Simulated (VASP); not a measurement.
# Ti3Al (Fm-3m) in VASP: a series of runs, part 2 of 2

VASP 6.6.1. Earlier steps stand in the parts before.

## (3) Single point, PBEsol, collinear spin (14.22 Å³/atom)

The input, INCAR:

```
ALGO = Fast ; EDIFF = 1E-6
ENCUT = 520 ; GGA = PS
ISIF = 2 ; ISMEAR = 0
ISPIN = 2 ; LASPH = T
LCHARG = F ; LMAXMIX = 4
LORBIT = 11 ; LREAL = F
LWAVE = F ; MAGMOM = 0.6 0.6 0.6 0
NBANDS = 32 ; NELM = 150
NUPDOWN = 1.8 ; PREC = Accurate
SIGMA = 0.15
```

The input, KPOINTS:

```
k-points
0
Gamma
  12 12 12
```

The input, POSCAR:

```
Ti3Al
1.0
    0.0000000000      3.0521976457      3.0521976457
    3.0521976457      0.0000000000      3.0521976457
    3.0521976457      3.0521976457      0.0000000000
Ti Al
3 1
Direct
    0.7500000000      0.7500000000      0.7500000000
    0.2500000000      0.2500000000      0.2500000000
    0.0000000000      0.0000000000      0.0000000000
    0.5000000000      0.5000000000      0.5000000000
```

Potentials or basis: VASP PAW PBE potentials, release 64 (Ti_sv, Al).

Command:

```bash
$ cat potpaw_PBE.64/Ti_sv/POTCAR potpaw_PBE.64/Al/POTCAR > POTCAR
$ mpirun -np 1 vasp_std > vasp.out
```

OUTCAR:

```text
EDIFF = 1E-6
   ENCUT = 520
   GGA = PS
   ISIF = 2
   ISMEAR = 0
   ISPIN = 2
   LASPH = T
   LORBIT = 11
   LREAL = F
   NELM = 150
   NUPDOWN = 1.8
   PREC = Accurate

 ion  position               nearest neighbor table
   1  0.750  0.750  0.750-   3 2.64   4 2.64   4 2.64   4 2.64   4 2.64   3 2.64   3 2.64   3 2.64

   2  0.250  0.250  0.250-   3 2.64   4 2.64   3 2.64   3 2.64   3 2.64   4 2.64   4 2.64   4 2.64

   3  0.000  0.000  0.000-   1 2.64   2 2.64   1 2.64   1 2.64   1 2.64   2 2.64   2 2.64   2 2.64
                             4 3.05   4 3.05   4 3.05   4 3.05   4 3.05   4 3.05
   4  0.500  0.500  0.500-   1 2.64   2 2.64   2 2.64   2 2.64   2 2.64   1 2.64   1 2.64   1 2.64
                             3 3.05   3 3.05   3 3.05   3 3.05   3 3.05   3 3.05

  LATTYP: Found a face centered cubic cell.
 ALAT       =     6.1043952914

  Lattice vectors:

[... 1842 lines left out ...]
 [... further k-points ...]

 [bands above 31 left out]

------------------------ aborting loop because EDIFF is reached ----------------------------------------

  FORCE on cell =-STRESS in cart. coord.  units (eV):
  Direction    XX          YY          ZZ          XY          YZ          ZX
  --------------------------------------------------------------------------------------
  -------------------------------------------------------------------------------------
  Total        7.2235927      7.2235927      7.2235927      0.0000000      0.0000000      0.0000000
  in kB      203.5147451    203.5147451    203.5147451      0.0000000      0.0000000      0.0000000
  external PRESSURE =     203.5147451 kB  Pullay stress =       0.0000000 kB

 VOLUME and BASIS-vectors are now :
 -----------------------------------------------------------------------------
  energy-cutoff  :      520.00
  volume of cell :       56.87
      direct lattice vectors                 reciprocal lattice vectors
     0.000000000  3.052197646  3.052197646    -0.163816390  0.163816390  0.163816390
     3.052197646  0.000000000  3.052197646     0.163816390 -0.163816390  0.163816390
     3.052197646  3.052197646  0.000000000     0.163816390  0.163816390 -0.163816390

 POSITION                                       TOTAL-FORCE (eV/Angst)
 -----------------------------------------------------------------------------------
      4.57830      4.57830      4.57830        -0.000000     -0.000000     -0.000000
      1.52610      1.52610      1.52610         0.000000      0.000000      0.000000
      0.00000      0.00000      0.00000         0.000000     -0.000000      0.000000
      3.05220      3.05220      3.05220         0.000000     -0.000000      0.000000
 -----------------------------------------------------------------------------------
    total drift:                               -0.000000     -0.000000      0.000000

  FREE ENERGIE OF THE ION-ELECTRON SYSTEM (eV)
  ---------------------------------------------------
  free  energy   TOTEN  =       -29.2905299964 eV

  energy  without entropy=      -29.2367489419  energy(sigma->0) =      -29.26363947

 total charge

# of ion       s       p       d       tot
------------------------------------------
    1        2.247   6.171   2.053  10.471
    2        2.247   6.171   2.053  10.471
    3        2.292   6.126   2.126  10.545
    4        0.429   0.487   0.000   0.915
--------------------------------------------------
tot          7.215  18.956   6.232  32.403

 magnetization (x)

# of ion       s       p       d       tot
------------------------------------------
    1        0.003   0.042   0.220   0.265
    2        0.003   0.042   0.220   0.265
    3        0.010   0.033   0.811   0.854
    4       -0.005  -0.003   0.000  -0.008
--------------------------------------------------
tot          0.012   0.114   1.250   1.376
```

stdout:

```text
POSCAR found type information on POSCAR TiAl
 POSCAR found :  2 types and       4 ions
 scaLAPACK will be used
 -----------------------------------------------------------------------------
|                                                                             |
|                                                                             |
|     You enforced a specific xc type in the INCAR file but a different       |
|     I HOPE YOU KNOW WHAT YOU ARE DOING!                                     |
|                                                                             |
 -----------------------------------------------------------------------------

 LDA part: xc-table for (Slater+PW92), standard interpolation
 POSCAR, INCAR and KPOINTS ok, starting setup
 FFT: planning ... GRIDC
 FFT: planning ... GRID_SOFT
 FFT: planning ... GRID
 WAVECAR not read
 entering main loop
WARNING in EDDRMM: call to ZHEGV failed, returncode =   8  4     10
WARNING in EDDRMM: call to ZHEGV failed, returncode =   8  4     20
WARNING in EDDRMM: call to ZHEGV failed, returncode =   6  3     14
WARNING in EDDRMM: call to ZHEGV failed, returncode =   8  4     10
WARNING in EDDRMM: call to ZHEGV failed, returncode =   6  3     20
WARNING in EDDRMM: call to ZHEGV failed, returncode =   6  3     14
WARNING in EDDRMM: call to ZHEGV failed, returncode =   8  4     13
WARNING in EDDRMM: call to ZHEGV failed, returncode =   6  3     14
WARNING in EDDRMM: call to ZHEGV failed, returncode =   6  3     22
WARNING in EDDRMM: call to ZHEGV failed, returncode =   8  4     14
```

Run time: 4.4 min. Hardware: 1 thread of Intel Xeon 6975P-C (Granite Rapids), shared host; peak memory 0.32 GiB.

Results:

```yaml
Free_energy: -29.2905 eV
Pressure: 20.4 GPa
Net_moment: 1.80 μB per cell
Site_moments: Ti +0.27, +0.85 (each value once); Al -0.01 μB
Valence_electrons_inside_the_program's_atomic_spheres: Ti 10.47, 10.54 (each value once); Al 0.92
```

Caveat: the cell stands under pressure; the PAW data sets were made with another functional, which shifts forces and pressure a little; the total moment is fixed, so each spin has its own Fermi level.

## (4) Single point, PBEsol, collinear spin (17.26 Å³/atom)

This run uses another cell than the first one, of 17.26 Å³/atom.

The input, INCAR:

```
ALGO = Normal
EDIFF = 1E-6
ENCUT = 520
GGA = PS
ISIF = 2
ISMEAR = 0
ISPIN = 2
LASPH = True
LCHARG = False
LMAXMIX = 4
LORBIT = 11
LREAL = False
LWAVE = False
MAGMOM = 0.8 0.8 0.8 0
NBANDS = 32
NELM = 150
NUPDOWN = 2.4
PREC = Accurate
SIGMA = 0.15
```

KPOINTS is that of step 3.

The input, POSCAR:

```
Ti3Al
1.0
    0.0000000000      3.2562326158      3.2562326158
    3.2562326158      0.0000000000      3.2562326158
    3.2562326158      3.2562326158      0.0000000000
Ti Al
3 1
Direct
    0.7500000000      0.7500000000      0.7500000000
    0.2500000000      0.2500000000      0.2500000000
    0.0000000000      0.0000000000      0.0000000000
    0.5000000000      0.5000000000      0.5000000000
```

Command:

```bash
$ cat potpaw_PBE.64/Ti_sv/POTCAR potpaw_PBE.64/Al/POTCAR > POTCAR
$ mpirun -np 1 vasp_std > vasp.out
```

It took 2.1 min on 1 thread of Intel Xeon 6975P-C (Granite Rapids), shared host; peak memory 0.39 GiB.

Results (log left out):

```
Free energy                                           : -29.6734 eV
Pressure                                              : -5.9 GPa
Net moment                                            : 2.40 μB per cell
Site moments                                          : Ti +0.37, +1.05 (each value once); Al -0.02 μB
Valence electrons inside the program's atomic spheres : Ti 10.22, 10.29 (each value once); Al 0.81
```

Caveat: the cell stands under tension; the PAW data sets were made with another functional, which shifts forces and pressure a little; the total moment is fixed, so each spin has its own Fermi level.

## (5) Single point, PBEsol, collinear spin (17.26 Å³/atom)

This run uses another cell than the first one, of 17.26 Å³/atom.

The input, INCAR:

```
SYSTEM = Ti3Al
PREC     = Accurate       ! precision mode
ENCUT    = 520            ! plane-wave cutoff, eV
EDIFF    = 1E-6           ! SCF threshold, eV
ISMEAR   = 0              ! smearing method
SIGMA    = 0.15           ! smearing width, eV
LREAL    = .FALSE.        ! projectors in reciprocal space
LASPH    = .TRUE.         ! aspherical terms in the spheres
NELM     = 150            ! most SCF steps
ALGO     = Fast           ! electronic algorithm
ISIF     = 2              ! what is computed and relaxed
LWAVE    = .FALSE.        ! write WAVECAR
LCHARG   = .FALSE.        ! write CHGCAR
ISPIN    = 2              ! spin polarisation
MAGMOM   = 0.2 0.2 0.2 0  ! initial moments
LORBIT   = 11             ! projections on sites
NUPDOWN  = 0.6            ! fixed moment
LMAXMIX  = 4              ! l up to which the mixer works
GGA      = PS             ! functional
NBANDS   = 32             ! bands
```

The input, KPOINTS:

```
regular mesh
0
G
  12 12 12
  0 0 0
```

POSCAR is that of step 4.

Command:

```bash
$ cat potpaw_PBE.64/Ti_sv/POTCAR potpaw_PBE.64/Al/POTCAR > POTCAR
$ mpirun -np 1 vasp_std > vasp.out
```

Wall time 7 min (1 thread of Intel Xeon 6975P-C (Granite Rapids), shared host); peak memory 0.38 GiB.

The run converged. Its results:

- Free energy: -29.6368 eV
- Pressure: -6.9 GPa
- Net moment: 0.60 μB per cell
- Site moments: Ti +0.02, +0.43 (each value once); Al -0.01 μB
- Valence electrons inside the program's atomic spheres: Ti 10.22, 10.29 (each value once); Al 0.81

Caveat: the cell stands under tension; the PAW data sets were made with another functional, which shifts forces and pressure a little; the total moment is fixed, so each spin has its own Fermi level.

## (6) The runs side by side

| fixed moment (μB) | cell | pressure (GPa) | moment (μB) |
| --- | --- | --- | --- |
| 3.0 | a = 4.316 Å, angles 60.0°, 4 atoms | 22.1 | 3.00 |
| 1.8 | a = 4.316 Å, angles 60.0°, 4 atoms | 20.4 | 1.80 |
| 2.4 | a = 4.605 Å, angles 60.0°, 4 atoms | -5.9 | 2.40 |
| 0.6 | a = 4.605 Å, angles 60.0°, 4 atoms | -6.9 | 0.60 |

Alike in all rows: task single point; level PBEsol; potentials or basis VASP PAW PBE potentials, release 64 (Ti_sv, Al); spin collinear; k mesh 12 × 12 × 12; cutoff (eV) 520; smearing gaussian 0.15 eV.

Caveats: the PAW data sets were made with another functional, which shifts forces and pressure a little; the total moment is fixed, so each spin has its own Fermi level; the cell stands under pressure (at least some runs); the cell stands under tension (at least some runs).

Total energies depend on the potentials used, so only differences within one code and one set of settings carry meaning.
